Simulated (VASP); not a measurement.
# AlNi in VASP: further runs

AlNi is run at these levels: PBEsol; tasks: single point.

Everything below comes from runs of VASP 6.6.1. Logs are shortened: lines on timing, memory, paths and dates and some standing lists are left out, and cuts for length are marked.

### Step 1. The cell of the first run

The structure is orthorhombic, space group Pmm2 (No. 25). The conventional cell has a = 2.858 Å, b = 2.869 Å, c = 2.858 Å, α = 90.00°, β = 90.00°, γ = 90.00°. Within 3.2 Å of Al (site symmetry mm2) lie 8 Ni at 2.45 to 2.51 Å and 6 Al at 2.86 to 2.87 Å. Ni (site symmetry mm2) has 8 Al at 2.45 to 2.51 Å and 6 Ni at 2.86 to 2.87 Å within 3.2 Å.

### Step 2. Single point, PBEsol (atoms displaced along several vibrational modes)

INCAR

```
PREC = Accurate
ENCUT = 520
EDIFF = 1E-7
ISMEAR = 0
SIGMA = 0.15
LREAL = F
LASPH = T
NELM = 60
ALGO = Fast
ISIF = 2
LWAVE = F
LCHARG = T
GGA = PS
LELF = T
LVHAR = T
NBANDS = 14
```

KPOINTS

```
regular mesh
0
Gamma
  16 16 16
```

POSCAR

```
AlNi
1.0
    2.0211996418     -2.0211459310      0.0000000000
    2.0211996418      2.0211459310      0.0000000000
    0.0000000000      0.0000000000      2.8688666946
Al Ni
1 1
Direct
   -0.0132942903      0.0000000000      0.0000000000
    0.5061114266      0.5000000000      0.5000000000
```

Potentials or basis: VASP PAW PBE potentials, release 64 (Al, Ni).

Launch:

```console
$ cat potpaw_PBE.64/Al/POTCAR potpaw_PBE.64/Ni/POTCAR > POTCAR
$ mpirun -np 1 vasp_std > vasp.out
```

OUTCAR:

```text
PREC = Accurate
   ENCUT = 520
   EDIFF = 1E-7
   ISMEAR = 0
   LREAL = F
   LASPH = T
   NELM = 60
   ISIF = 2
   GGA = PS

 ion  position               nearest neighbor table
   1  0.987  0.000  0.000-   2 2.45   2 2.45   2 2.45   2 2.45   2 2.51   2 2.51   2 2.51   2 2.51

   2  0.506  0.500  0.500-   1 2.45   1 2.45   1 2.45   1 2.45   1 2.51   1 2.51   1 2.51   1 2.51

  LATTYP: Found a base centered orthorhombic cell.
 ALAT       =     4.0422918620
 B/A-ratio  =     1.0000265744
 C/A-ratio  =     0.7097129036

  Lattice vectors:

 A1 = (  -2.0211996418,  -2.0211459310,   0.0000000000)
 A2 = (   2.0211996418,  -2.0211459310,   0.0000000000)
 A3 = (   0.0000000000,   0.0000000000,   2.8688666946)

Analysis of symmetry for initial positions (statically):
=====================================================================
 Subroutine PRICEL returns:
 Original cell was already a primitive cell.

 Routine SETGRP: Setting up the symmetry group for a
 base centered orthorhombic supercell.

 Subroutine GETGRP returns: Found  2 space group operations
 (whereof  2 operations were pure point group operations)
 out of a pool of  8 trial point group operations.

The static configuration has the point symmetry C_1h.

Analysis of symmetry for dynamics (positions and initial velocities):
=====================================================================
 Subroutine PRICEL returns:
 Original cell was already a primitive cell.

 Routine SETGRP: Setting up the symmetry group for a
 base centered orthorhombic supercell.

 Subroutine GETGRP returns: Found  2 space group operations
 (whereof  2 operations were pure point group operations)
 out of a pool of  8 trial point group operations.

The dynamic configuration has the point symmetry C_1h.

 Subroutine INISYM returns: Found  2 space group operations
 (whereof  2 operations are pure point group operations),
 and found     1 'primitive' translations

----------------------------------------------------------------------------------------

                                     Primitive cell

  volume of cell :      23.4394

  direct lattice vectors                    reciprocal lattice vectors
     2.021199642 -2.021145931  0.000000000     0.247377839 -0.247384413  0.000000000
     2.021199642  2.021145931  0.000000000     0.247377839  0.247384413  0.000000000
     0.000000000  0.000000000  2.868866695     0.000000000  0.000000000  0.348569699

  length of vectors
[... 87 lines left out ...]
   NFREE  =      0    steps in history (QN), initial steepest desc. (CG)
   ISIF   =      2    stress and relaxation
   ISYM   =      2    0-nonsym 1-usesym 2-fastsym
   POTIM  = 0.5000    time-step for ionic-motion
   TEBEG  =    0.0;   TEEND  =   0.0 temperature during run
   PSTRESS=    0.0 pullay stress
   NELECT =      13.0000    total number of electrons
   NUPDOWN=      -1.0000    fix difference up-down
   EMIN   =  10.00;   EMAX   =-10.00  energy-range for DOS
   EFERMI =   0.00;   METHOD = LEGACY
   ISMEAR =     0;   SIGMA  =   0.15  broadening in eV -4-tet -1-fermi 0-gaus
   EFERMI_NEDOS =   21; number of points for ismear=-14 and -15
   IALGO  =     68    algorithm
   IMIX   =      4    mixing-type and parameters
     AMIX     =   0.40;   BMIX     =  1.00
     AMIX_MAG =   1.60;   BMIX_MAG =  1.00
  volume/ion in A,a.u.               =      11.72        79.09
  Fermi-wavevector in a.u.,A,eV,Ry     =   1.345055  2.541786 24.615310  1.809174
  Thomas-Fermi vector in A             =   2.472999
   LORBIT       =      0    0 simple, 1 ext, 2 COOP (PROOUT), +10 PAW based schemes
   GGA     = PS    functional components
   LHFCALC =     F    Hartree Fock is set to
   AEXX    =    0.0000 exact exchange contribution
   IVDW    =     0    specifies the selected vdW correction
   LEPSILON=     F    determine dielectric tensor
   LRPA    =     F    only Hartree local field effects (RPA)
 non-spin polarized calculation
 RMM-DIIS sequential band-by-band and
 Gauss-broadening in eV      SIGMA  =   0.15
  energy-cutoff  :      520.00
  volume of cell :       23.44
 maximum number of plane-waves:       653
 NGX is ok and might be reduce to    24
   NGX = 11   NGY = 11   NGZ = 11

 number of electron      13.0000004 magnetization

 Free energy of the ion-electron system (eV)
  ---------------------------------------------------
  ext. energy  EPLUGINS =         0.00000000
  ---------------------------------------------------
  free energy    TOTEN  =       -11.58160410 eV

  energy without entropy =      -11.57310048  energy(sigma->0) =      -11.57735229

 E-fermi :  10.1645     XC(G=0): -12.2625

 val. band max:       10.1633561337   @ k =   0.1875   0.1875   0.3750
 cond. band min:      10.1648499578   @ k =  -0.3125  -0.4375   0.5000
 fundamental gap:      0.0014938240
 Fermi energy:        10.1645357612

 k-point     1 :       0.0000    0.0000    0.0000
  band No.  band energies     occupation
      1      -1.1150      2.00000
      2       6.8236      2.00000
      3       6.8296      2.00000
      4       8.5721      2.00000
      5       8.5752      2.00000
      6       8.5863      2.00000
      7      15.6567      0.00000
      8      15.7895      0.00000
      9      15.7905      0.00000
     10      18.3624      0.00000
     11      18.3944      0.00000
     12      24.2300      0.00000
     13      31.2551      0.00000
     14      31.2893      0.00000
[... 377 lines left out ...]
      1       0.1097      2.00000
      2       6.4784      2.00000
      3       7.0676      2.00000
      4       8.1555      2.00000
      5       8.1792      2.00000
      6       8.5920      2.00000
      7      11.0918      0.00000
      8      16.2606      0.00000
      9      17.1810      0.00000
     10      19.0524      0.00000
     11      22.3998      0.00000
     12      25.1042      0.00000
     13      25.8851      0.00000
     14      28.4515      0.00000

 [... further k-points ...]
[... 5 lines left out ...]
  --------------------------------------------------------------------------------------
  -------------------------------------------------------------------------------------
  Total        0.0714945      0.0724730      0.0359424      0.0119807      0.0000000      0.0000000
  in kB        4.8869250      4.9538117      2.4568010      0.8189298      0.0000000      0.0000000
  external PRESSURE =       4.0991792 kB  Pullay stress =       0.0000000 kB

 VOLUME and BASIS-vectors are now :
 -----------------------------------------------------------------------------
  energy-cutoff  :      520.00
  volume of cell :       23.44
      direct lattice vectors                 reciprocal lattice vectors
     2.021199642 -2.021145931  0.000000000     0.247377839 -0.247384413  0.000000000
     2.021199642  2.021145931  0.000000000     0.247377839  0.247384413  0.000000000
     0.000000000  0.000000000  2.868866695     0.000000000  0.000000000  0.348569699

 POSITION                                       TOTAL-FORCE (eV/Angst)
 -----------------------------------------------------------------------------------
      1.99433     -1.99428      0.00000         0.245456     -0.245509      0.000000
      2.03355     -0.01235      1.43443        -0.245456      0.245509      0.000000
 -----------------------------------------------------------------------------------
    total drift:                               -0.000270      0.000270      0.000007

  FREE ENERGIE OF THE ION-ELECTRON SYSTEM (eV)
  ---------------------------------------------------
  free  energy   TOTEN  =       -11.5816041027 eV

  energy  without entropy=      -11.5731004809  energy(sigma->0) =      -11.57735229
```

Wall time 9 min (1 thread of Intel Xeon 8259CL, shared host); peak memory 0.49 GiB.

What came out:

| Item | Value |
| --- | --- |
| Free energy | -11.5816 eV |
| Pressure | 0.4 GPa |
| Largest force | 0.347 eV/Å |
| Band gap on the k mesh | zero (an odd number of electrons rules out a gap without spin polarisation) |

Forces on the atoms (eV/Å):
```
Al   0.245 -0.246  0.000
Ni  -0.245  0.246  0.000
```

Levels at points of the mesh, in eV from the Fermi level:
```csv
k point,band 4,band 5,band 6,band 7,band 8,band 9,band 10,band 11
"(0.00, 0.00, 0.00)",-1.59,-1.59,-1.58,5.49,5.62,5.63,8.20,8.23
"(0.50, 0.00, 0.00)",-2.32,-2.30,-1.50,-0.65,8.33,10.00,10.12,11.05
"(0.00, 0.50, 0.00)",-2.33,-2.30,-1.50,-0.65,8.32,10.01,10.15,11.04
"(0.50, 0.50, 0.00)",-2.90,-2.15,-2.15,-1.04,1.52,2.61,12.45,15.22
"(0.00, 0.00, 0.50)",-2.31,-2.30,-1.49,-0.68,8.32,10.12,10.13,11.09
"(0.50, 0.00, 0.50)",-2.92,-2.13,-2.13,-1.05,1.48,2.58,12.54,15.29
"(0.00, 0.50, 0.50)",-2.94,-2.12,-2.12,-1.05,1.48,2.58,12.55,15.10
"(0.50, 0.50, 0.50)",-1.02,-1.01,1.95,1.96,1.97,3.86,4.56,4.59
```

Caveat: the cell differs from its parent crystal (atoms displaced along several vibrational modes); the PAW data sets were made with another functional, which shifts forces and pressure a little.

### Step 3. Single point, PBEsol (atoms displaced along several vibrational modes)

INCAR

```
SYSTEM = AlNi
  PREC = Accurate
  ENCUT = 520
  EDIFF = 1E-6
  ISMEAR = 0
  SIGMA = 0.15
  LREAL = .FALSE.
  LASPH = .TRUE.
  NELM = 60
  ALGO = Fast
  ISIF = 2
  LWAVE = .FALSE.
  LCHARG = .FALSE.
  GGA = PS
  NBANDS = 14
```

KPOINTS

```
regular mesh
0
G
  16 16 16
  0 0 0
```

POSCAR

```
AlNi
1.0
    2.0211996418     -2.0211459310      0.0000000000
    2.0211996418      2.0211459310      0.0000000000
    0.0000000000      0.0000000000      2.8688666946
Al Ni
1 1
Direct
   -0.0199414354      0.0000000000     -0.0198684728
    0.5091671398      0.5000000000      0.5091335987
```

Potentials or basis: VASP PAW PBE potentials, release 64 (Al, Ni).

Launch:

```console
$ cat potpaw_PBE.64/Al/POTCAR potpaw_PBE.64/Ni/POTCAR > POTCAR
$ mpirun -np 1 vasp_std > vasp.out
```

OUTCAR:

```text
SYSTEM = AlNi
   PREC = Accurate
   ENCUT = 520
   EDIFF = 1E-6
   ISMEAR = 0
   LREAL = .FALSE.
   LASPH = .TRUE.
   NELM = 60
   ISIF = 2
   GGA = PS

 ion  position               nearest neighbor table
   1  0.980  0.000  0.980-   2 2.38   2 2.38   2 2.48   2 2.48   2 2.48   2 2.48   2 2.58   2 2.58

   2  0.509  0.500  0.509-   1 2.38   1 2.38   1 2.48   1 2.48   1 2.48   1 2.48   1 2.58   1 2.58

  LATTYP: Found a base centered orthorhombic cell.
 ALAT       =     4.0422918620
 B/A-ratio  =     1.0000265744
 C/A-ratio  =     0.7097129036

  Lattice vectors:

 A1 = (  -2.0211996418,  -2.0211459310,   0.0000000000)
 A2 = (   2.0211996418,  -2.0211459310,   0.0000000000)
 A3 = (   0.0000000000,   0.0000000000,   2.8688666946)

Analysis of symmetry for initial positions (statically):
=====================================================================
 Subroutine PRICEL returns:
 Original cell was already a primitive cell.

 Routine SETGRP: Setting up the symmetry group for a
 base centered orthorhombic supercell.

 Subroutine GETGRP returns: Found  1 space group operations
 (whereof  1 operations were pure point group operations)
 out of a pool of  8 trial point group operations.

The static configuration has the point symmetry C_1 .

Analysis of symmetry for dynamics (positions and initial velocities):
=====================================================================
 Subroutine PRICEL returns:
 Original cell was already a primitive cell.

 Routine SETGRP: Setting up the symmetry group for a
 base centered orthorhombic supercell.

 Subroutine GETGRP returns: Found  1 space group operations
 (whereof  1 operations were pure point group operations)
 out of a pool of  8 trial point group operations.

The dynamic configuration has the point symmetry C_1 .

 Subroutine INISYM returns: Found  1 space group operations
 (whereof  1 operations are pure point group operations),
 and found     1 'primitive' translations

----------------------------------------------------------------------------------------

                                     Primitive cell

[... 117 lines left out ...]
   AEXX    =    0.0000 exact exchange contribution
   IVDW    =     0    specifies the selected vdW correction
   LEPSILON=     F    determine dielectric tensor
   LRPA    =     F    only Hartree local field effects (RPA)
 non-spin polarized calculation
 RMM-DIIS sequential band-by-band and
 Gauss-broadening in eV      SIGMA  =   0.15
  energy-cutoff  :      520.00
  volume of cell :       23.44
 maximum number of plane-waves:       653
 NGX is ok and might be reduce to    24
   NGX = 11   NGY = 11   NGZ = 11

 number of electron      12.9999997 magnetization

 Free energy of the ion-electron system (eV)
  ---------------------------------------------------
  ext. energy  EPLUGINS =         0.00000000
  ---------------------------------------------------
  free energy    TOTEN  =       -11.54737588 eV

  energy without entropy =      -11.53890479  energy(sigma->0) =      -11.54314034

 E-fermi :  10.1601     XC(G=0): -12.2597

 val. band max:       10.1595143715   @ k =  -0.1250  -0.3125  -0.3750
 cond. band min:      10.1604210989   @ k =   0.4375  -0.2500   0.4375
 fundamental gap:      0.0009067274
 Fermi energy:        10.1600844518

 k-point     1 :       0.0000    0.0000    0.0000
  band No.  band energies     occupation
      1      -1.1139      2.00000
      2       6.8099      2.00000
      3       6.8166      2.00000
      4       8.5541      2.00000
      5       8.5677      2.00000
      6       8.5779      2.00000
      7      15.6607      0.00000
      8      15.7924      0.00000
      9      15.7972      0.00000
     10      18.3789      0.00000
     11      18.4090      0.00000
     12      24.1527      0.00000
     13      31.1509      0.00000
     14      31.1729      0.00000
[... 377 lines left out ...]
      1       0.1110      2.00000
      2       6.4675      2.00000
      3       7.0559      2.00000
      4       8.1387      2.00000
      5       8.1712      2.00000
      6       8.5840      2.00000
      7      11.0870      0.00000
      8      16.2591      0.00000
      9      17.2120      0.00000
     10      19.0607      0.00000
     11      22.3577      0.00000
     12      25.1074      0.00000
     13      25.8864      0.00000
     14      28.4137      0.00000

 [... further k-points ...]
[... 5 lines left out ...]
  --------------------------------------------------------------------------------------
  -------------------------------------------------------------------------------------
  Total        0.2082819      0.2092753      0.1324474      0.0284239     -0.1103101      0.1102953
  in kB       14.2368802     14.3047830      9.0532958      1.9428831     -7.5401268      7.5391135
  external PRESSURE =      12.5316530 kB  Pullay stress =       0.0000000 kB

 VOLUME and BASIS-vectors are now :
 -----------------------------------------------------------------------------
  energy-cutoff  :      520.00
  volume of cell :       23.44
      direct lattice vectors                 reciprocal lattice vectors
     2.021199642 -2.021145931  0.000000000     0.247377839 -0.247384413  0.000000000
     2.021199642  2.021145931  0.000000000     0.247377839  0.247384413  0.000000000
     0.000000000  0.000000000  2.868866695     0.000000000  0.000000000  0.348569699

 POSITION                                       TOTAL-FORCE (eV/Angst)
 -----------------------------------------------------------------------------------
      1.98089     -1.98084      2.81187         0.376588     -0.376670      0.533608
      2.03973     -0.01853      1.46064        -0.376588      0.376670     -0.533608
 -----------------------------------------------------------------------------------
    total drift:                               -0.000045      0.000047     -0.000137

  FREE ENERGIE OF THE ION-ELECTRON SYSTEM (eV)
  ---------------------------------------------------
  free  energy   TOTEN  =       -11.5473758830 eV

  energy  without entropy=      -11.5389047898  energy(sigma->0) =      -11.54314034
```

stdout:

```text
POSCAR found type information on POSCAR AlNi
 POSCAR found :  2 types and       2 ions
 scaLAPACK will be used
 -----------------------------------------------------------------------------
|                                                                             |
|                                                                             |
|     You enforced a specific xc type in the INCAR file but a different       |
|     I HOPE YOU KNOW WHAT YOU ARE DOING!                                     |
|                                                                             |
 -----------------------------------------------------------------------------

 LDA part: xc-table for (Slater+PW92), standard interpolation
 POSCAR, INCAR and KPOINTS ok, starting setup
 FFT: planning ... GRIDC
 FFT: planning ... GRID_SOFT
 FFT: planning ... GRID
 WAVECAR not read
 entering main loop
WARNING in EDDRMM: call to ZHEGV failed, returncode =   6  3     14
WARNING in EDDRMM: call to ZHEGV failed, returncode =   8  4     14
WARNING in EDDRMM: call to ZHEGV failed, returncode =   8  4     14
WARNING in EDDRMM: call to ZHEGV failed, returncode =   8  4     14
WARNING in EDDRMM: call to ZHEGV failed, returncode =   8  4     13
WARNING in EDDRMM: call to ZHEGV failed, returncode =   8  4     13
WARNING in EDDRMM: call to ZHEGV failed, returncode =   8  4     14
WARNING in EDDRMM: call to ZHEGV failed, returncode =   8  4     13
WARNING in EDDRMM: call to ZHEGV failed, returncode =   8  4     14
WARNING in EDDRMM: call to ZHEGV failed, returncode =   8  4     13
WARNING in EDDRMM: call to ZHEGV failed, returncode =   8  4     14
WARNING in EDDRMM: call to ZHEGV failed, returncode =   8  4     14
WARNING in EDDRMM: call to ZHEGV failed, returncode =   8  4     14
```

Wall time 12 min (1 thread of Intel Xeon 8259CL, shared host); peak memory 0.75 GiB.

Results:

```yaml
Free_energy: -11.5474 eV
Pressure: 1.3 GPa
Largest_force: 0.754 eV/Å
Band_gap_on_the_k_mesh: zero (an odd number of electrons rules out a gap without spin polarisation)
```

Forces in eV/Å, atoms in the order of the input:
```
Al   0.377 -0.377  0.534
Ni  -0.377  0.377 -0.534
```

Stress tensor (GPa, compression positive):
```
 1.42  0.19  0.75
 0.19  1.43 -0.75
 0.75 -0.75  0.91
```

Caveat: the cell differs from its parent crystal (atoms displaced along several vibrational modes); the PAW data sets were made with another functional, which shifts forces and pressure a little.

(Continued in part 2 of 2.)
